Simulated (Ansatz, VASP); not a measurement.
**Two plane-wave programs on BP**

```xyz
2
Lattice="0.0000 2.4617 2.2715 2.2715 0.0000 2.2715 2.2715 2.4617 0.0000" Properties=species:S:1:pos:R:3 pbc="T T T"
B     0.0000    0.0000    0.0000
P     3.4073    3.6925    3.4073
```

Alike in both runs: task single point; functional PBE; k mesh 12 × 12 × 12; occupations gaussian, width 0.05 eV; no spin polarisation.

|  | VASP | Ansatz |
| --- | --- | --- |
| version | VASP 6.6.1 | Ansatz 0.2.0 |
| potentials or method | VASP PAW PBE potentials, release 64 (B, P), cutoff 520 eV | scalar-relativistic, plane waves, PAW |
| valence electrons in the cell | 8 | 8 |

```tsv
	VASP	Ansatz	Ansatz less VASP
gap on the k mesh at the Fermi level (eV)	0.77	0.77	+0.004
least direct gap on the mesh (eV)	2.90	2.90	+0.003
pressure (GPa)	-10.9	-10.7	+0.16
traceless stress, the component that is largest in VASP (GPa)	-14.65	-14.63	+0.016
```
